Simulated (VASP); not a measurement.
# BaZrO3 (Pm-3m) in VASP: notebook, part 2 of 3

VASP 6.6.1.

## Step 3: Single point, PBEsol

This run uses another cell than the first one, of 14.61 Å³/atom.

INCAR reads:

```
PREC     = Accurate       # precision mode
ENCUT    = 520            # plane-wave cutoff, eV
EDIFF    = 1E-6           # SCF threshold, eV
ISMEAR   = -1             # smearing method
SIGMA    = 0.02           # smearing width, eV
LREAL    = False          # projectors in reciprocal space
LASPH    = True           # aspherical terms in the spheres
NELM     = 60             # most SCF steps
ALGO     = Normal         # electronic algorithm
ISIF     = 2              # what is computed and relaxed
LWAVE    = False          # write WAVECAR
LCHARG   = False          # write CHGCAR
GGA      = PS             # functional
NBANDS   = 28             # bands
```

KPOINTS reads:

```
Automatic mesh
0
Gamma
  6 6 6
```

POSCAR reads:

```
BaZrO3
1.0
    4.1806652847      0.0000000000      0.0000000000
    0.0000000000      4.1806652847      0.0000000000
    0.0000000000      0.0000000000      4.1806652847
Ba Zr O
1 1 3
Direct
    0.0000000000      0.0000000000      0.0000000000
    0.5000000000      0.5000000000      0.5000000000
    0.0000000000      0.5000000000      0.5000000000
    0.5000000000      0.0000000000      0.5000000000
    0.5000000000      0.5000000000      0.0000000000
```

Potentials or basis: VASP PAW PBE potentials, release 64 (Ba_sv, Zr_sv, O).

On the command line:

```bash
> cat potpaw_PBE.64/Ba_sv/POTCAR potpaw_PBE.64/Zr_sv/POTCAR potpaw_PBE.64/O/POTCAR > POTCAR
> mpirun -np 1 vasp_std > vasp.out
```

OUTCAR:

```text
PREC = Accurate
   ENCUT = 520
   EDIFF = 1E-6
   ISMEAR = -1
   LREAL = False
   LASPH = True
   NELM = 60
   ISIF = 2
   GGA = PS

 ion  position               nearest neighbor table
   1  0.000  0.000  0.000-   3 2.96   4 2.96   5 2.96   3 2.96   4 2.96   3 2.96   5 2.96   3 2.96
                             4 2.96   5 2.96   4 2.96   5 2.96   2 3.62   2 3.62   2 3.62   2 3.62
   2  0.500  0.500  0.500-   3 2.09   4 2.09   5 2.09   5 2.09   4 2.09   3 2.09   1 3.62   1 3.62
                             1 3.62   1 3.62   1 3.62   1 3.62   1 3.62   1 3.62
   3  0.000  0.500  0.500-   2 2.09   2 2.09   1 2.96   1 2.96   1 2.96   1 2.96
   4  0.500  0.000  0.500-   2 2.09   2 2.09   1 2.96   1 2.96   1 2.96   1 2.96
[... 819 lines left out ...]
  Total        0.5328303      0.5328303      0.5328303      0.0000000      0.0000000     -0.0000000
  in kB       11.6832392     11.6832392     11.6832392      0.0000000      0.0000000     -0.0000000
  external PRESSURE =      11.6832392 kB  Pullay stress =       0.0000000 kB

 VOLUME and BASIS-vectors are now :
 -----------------------------------------------------------------------------
  energy-cutoff  :      520.00
  volume of cell :       73.07
      direct lattice vectors                 reciprocal lattice vectors
     4.180665285  0.000000000  0.000000000     0.239196379  0.000000000  0.000000000
     0.000000000  4.180665285  0.000000000     0.000000000  0.239196379  0.000000000
     0.000000000  0.000000000  4.180665285     0.000000000  0.000000000  0.239196379

 POSITION                                       TOTAL-FORCE (eV/Angst)
 -----------------------------------------------------------------------------------
      0.00000      0.00000      0.00000         0.000000      0.000000      0.000000
      2.09033      2.09033      2.09033         0.000000      0.000000      0.000000
      0.00000      2.09033      2.09033         0.000000      0.000000      0.000000
      2.09033      0.00000      2.09033         0.000000      0.000000      0.000000
      2.09033      2.09033      0.00000         0.000000      0.000000      0.000000
 -----------------------------------------------------------------------------------
    total drift:                                0.000000     -0.000000     -0.000000

  FREE ENERGIE OF THE ION-ELECTRON SYSTEM (eV)
  ---------------------------------------------------
  free  energy   TOTEN  =       -43.6206880782 eV

  energy  without entropy=      -43.6206880782  energy(sigma->0) =      -43.62068808
```

OSZICAR:

```text
N       E                     dE             d eps       ncg     rms          rms(c)
DAV:   1     0.309552858934E+03    0.30955E+03   -0.21841E+04  1120   0.140E+03
DAV:   2    -0.293674661216E+02   -0.33892E+03   -0.33010E+03  1400   0.353E+02
DAV:   3    -0.498716124354E+02   -0.20504E+02   -0.20415E+02  1744   0.808E+01
DAV:   4    -0.504733345248E+02   -0.60172E+00   -0.60100E+00  1532   0.110E+01
DAV:   5    -0.504823097238E+02   -0.89752E-02   -0.89747E-02  1532   0.120E+00    0.296E+01
DAV:   6    -0.437998003865E+02    0.66825E+01   -0.33631E+01  1336   0.361E+01    0.136E+01
DAV:   7    -0.436614217777E+02    0.13838E+00   -0.25232E+00  1556   0.874E+00    0.812E+00
DAV:   8    -0.436247442683E+02    0.36678E-01   -0.32188E-01  1312   0.407E+00    0.673E-01
DAV:   9    -0.436205456181E+02    0.41987E-02   -0.55656E-02  1556   0.130E+00    0.523E-01
DAV:  10    -0.436210360798E+02   -0.49046E-03   -0.14355E-02  1512   0.961E-01    0.244E-01
DAV:  11    -0.436206700923E+02    0.36599E-03   -0.19561E-03  1368   0.366E-01    0.316E-02
DAV:  12    -0.436206920055E+02   -0.21913E-04   -0.12947E-04  1432   0.761E-02    0.411E-02
DAV:  13    -0.436206881225E+02    0.38829E-05   -0.14298E-05  1520   0.279E-02    0.454E-03
DAV:  14    -0.436206880782E+02    0.44284E-07   -0.17266E-06  1080   0.947E-03
   1 F= -.43620688E+02 E0= -.43620688E+02  d E =-.360946E-11
```

Run time: 16 s. Hardware: 1 thread of Intel Xeon 6975P-C (Granite Rapids), shared host; peak memory 0.2 GiB.

Results:

```
Free energy            : -43.6207 eV
Pressure               : 1.2 GPa
Band gap on the k mesh : 3.12 eV (least direct gap 3.33 eV)
```

Caveat: the PAW data sets were made with another functional, which shifts forces and pressure a little; spin-orbit coupling is left out, which moves the levels of the heavy elements.

## Step 4: Single point, LDA

This run uses another cell than the first one, of 14.87 Å³/atom.

INCAR reads:

```
PREC     = Accurate       # precision mode
ENCUT    = 520            # plane-wave cutoff, eV
EDIFF    = 1E-6           # SCF threshold, eV
ISMEAR   = 0              # smearing method
SIGMA    = 0.01           # smearing width, eV
LREAL    = F              # projectors in reciprocal space
LASPH    = T              # aspherical terms in the spheres
NELM     = 80             # most SCF steps
ALGO     = Normal         # electronic algorithm
ISIF     = 2              # what is computed and relaxed
LWAVE    = F              # write WAVECAR
LCHARG   = T              # write CHGCAR
GGA      = CA             # functional
LELF     = T              # ELF
LVHAR    = T            
NBANDS   = 28             # bands
```

KPOINTS reads:

```
regular mesh
0
Gamma
  6 6 6
```

POSCAR, as its differences from that of step 3:

```diff
@@ -2,5 +2,5 @@
 1.0
-    4.1806652847      0.0000000000      0.0000000000
-    0.0000000000      4.1806652847      0.0000000000
-    0.0000000000      0.0000000000      4.1806652847
+    4.2053520359      0.0000000000      0.0000000000
+    0.0000000000      4.2053520359      0.0000000000
+    0.0000000000      0.0000000000      4.2053520359
 Ba Zr O
```

Potentials or basis: VASP PAW LDA potentials, release 64 (Ba_sv, Zr_sv, O).

On the command line:

```bash
> cat potpaw_LDA.64/Ba_sv/POTCAR potpaw_LDA.64/Zr_sv/POTCAR potpaw_LDA.64/O/POTCAR > POTCAR
> mpirun -np 1 vasp_std > vasp.out
```

OUTCAR:

```text
PREC = Accurate
   ENCUT = 520
   EDIFF = 1E-6
   ISMEAR = 0
   LREAL = F
   LASPH = T
   NELM = 80
   ISIF = 2
   GGA = CA

 ion  position               nearest neighbor table
   1  0.000  0.000  0.000-   3 2.97   4 2.97   5 2.97   3 2.97   4 2.97   3 2.97   5 2.97   3 2.97
                             4 2.97   5 2.97   4 2.97   5 2.97   2 3.64   2 3.64   2 3.64   2 3.64
   2  0.500  0.500  0.500-   3 2.10   4 2.10   5 2.10   5 2.10   4 2.10   3 2.10   1 3.64   1 3.64
                             1 3.64   1 3.64   1 3.64   1 3.64   1 3.64   1 3.64
   3  0.000  0.500  0.500-   2 2.10   2 2.10   1 2.97   1 2.97   1 2.97   1 2.97
   4  0.500  0.000  0.500-   2 2.10   2 2.10   1 2.97   1 2.97   1 2.97   1 2.97
   5  0.500  0.500  0.000-   2 2.10   2 2.10   1 2.97   1 2.97   1 2.97   1 2.97

  LATTYP: Found a simple cubic cell.
 ALAT       =     4.2053520359

  Lattice vectors:

 A1 = (   4.2053520359,   0.0000000000,   0.0000000000)
 A2 = (   0.0000000000,   4.2053520359,   0.0000000000)
 A3 = (   0.0000000000,   0.0000000000,   4.2053520359)

Analysis of symmetry for initial positions (statically):
=====================================================================
[... 177 lines left out ...]
 cond. band min:       6.4460535638   @ k =   0.0000   0.0000   0.0000
 fundamental gap:      3.0489360306
 Fermi energy:         3.5884463584

 k-point     1 :       0.0000    0.0000    0.0000
  band No.  band energies     occupation
      1     -43.3241      2.00000
      2     -21.7654      2.00000
      3     -21.6482      2.00000
      4     -21.6482      2.00000
      5     -21.6482      2.00000
      6     -12.6430      2.00000
[... 609 lines left out ...]
     27      12.5054      0.00000
     28      12.5054      0.00000

------------------------ aborting loop because EDIFF is reached ----------------------------------------

  FORCE on cell =-STRESS in cart. coord.  units (eV):
  Direction    XX          YY          ZZ          XY          YZ          ZX
  --------------------------------------------------------------------------------------
  -------------------------------------------------------------------------------------
  Total       -2.4920701     -2.4920701     -2.4920701      0.0000000      0.0000000      0.0000000
  in kB      -53.6863365    -53.6863365    -53.6863365      0.0000000      0.0000000      0.0000000
  external PRESSURE =     -53.6863365 kB  Pullay stress =       0.0000000 kB

 VOLUME and BASIS-vectors are now :
 -----------------------------------------------------------------------------
  energy-cutoff  :      520.00
  volume of cell :       74.37
      direct lattice vectors                 reciprocal lattice vectors
     4.205352036  0.000000000  0.000000000     0.237792221  0.000000000  0.000000000
     0.000000000  4.205352036  0.000000000     0.000000000  0.237792221  0.000000000
     0.000000000  0.000000000  4.205352036     0.000000000  0.000000000  0.237792221

 POSITION                                       TOTAL-FORCE (eV/Angst)
 -----------------------------------------------------------------------------------
      0.00000      0.00000      0.00000         0.000000      0.000000      0.000000
      2.10268      2.10268      2.10268         0.000000      0.000000      0.000000
      0.00000      2.10268      2.10268         0.000000      0.000000      0.000000
      2.10268      0.00000      2.10268         0.000000      0.000000      0.000000
      2.10268      2.10268      0.00000         0.000000      0.000000      0.000000
 -----------------------------------------------------------------------------------
    total drift:                                0.000000     -0.000000     -0.000000

  FREE ENERGIE OF THE ION-ELECTRON SYSTEM (eV)
  ---------------------------------------------------
  free  energy   TOTEN  =       -45.7019925160 eV

  energy  without entropy=      -45.7019925160  energy(sigma->0) =      -45.70199252
```

OSZICAR:

```text
N       E                     dE             d eps       ncg     rms          rms(c)
DAV:   1     0.306170438052E+03    0.30617E+03   -0.21924E+04  1120   0.140E+03
DAV:   2    -0.324615064197E+02   -0.33863E+03   -0.32824E+03  1408   0.351E+02
DAV:   3    -0.525765919396E+02   -0.20115E+02   -0.20041E+02  1760   0.804E+01
DAV:   4    -0.531011583597E+02   -0.52457E+00   -0.52399E+00  1516   0.106E+01
DAV:   5    -0.531126503985E+02   -0.11492E-01   -0.11491E-01  1612   0.120E+00    0.286E+01
DAV:   6    -0.459981982666E+02    0.71145E+01   -0.37585E+01  1324   0.372E+01    0.130E+01
DAV:   7    -0.457730023170E+02    0.22520E+00   -0.29144E+00  1496   0.938E+00    0.790E+00
DAV:   8    -0.457070608033E+02    0.65942E-01   -0.40194E-01  1368   0.424E+00    0.753E-01
DAV:   9    -0.457024992752E+02    0.45615E-02   -0.48994E-02  1576   0.126E+00    0.550E-01
DAV:  10    -0.457023202010E+02    0.17907E-03   -0.12608E-02  1468   0.888E-01    0.233E-01
DAV:  11    -0.457019953542E+02    0.32485E-03   -0.20357E-03  1400   0.375E-01    0.335E-02
DAV:  12    -0.457019959049E+02   -0.55073E-06   -0.12915E-04  1440   0.754E-02    0.319E-02
DAV:  13    -0.457019924696E+02    0.34352E-05   -0.13730E-05  1444   0.252E-02    0.274E-03
DAV:  14    -0.457019925160E+02   -0.46366E-07   -0.76486E-07   848   0.674E-03
   1 F= -.45701993E+02 E0= -.45701993E+02  d E =-.818640-163
```

Wall time 14 s (1 thread of Intel Xeon 6975P-C (Granite Rapids), shared host); peak memory 0.18 GiB.

What came out:

* Free energy: -45.7020 eV
* Pressure: -5.4 GPa
* Band gap on the k mesh: 3.05 eV (least direct gap 3.28 eV)

Levels at points of the mesh, in eV from the valence-band top:
```
           k point  band 17  band 18  band 19  band 20  band 21  band 22  band 23  band 24
(0.00, 0.00, 0.00)    -0.99    -0.23    -0.23    -0.23     3.05     3.05     3.05     4.50
(0.50, 0.00, 0.00)    -1.75    -1.70    -0.46    -0.46     3.49     5.59     5.59     6.30
(0.50, 0.50, 0.00)    -0.94    -0.94    -0.81    -0.08     5.56     5.56     6.34     6.41
(0.50, 0.50, 0.50)    -2.55     0.00     0.00     0.00     5.87     5.87     5.87     6.88
```

Caveat: the cell stands under tension; spin-orbit coupling is left out, which moves the levels of the heavy elements.

(Part 2 of 3 ends here.)
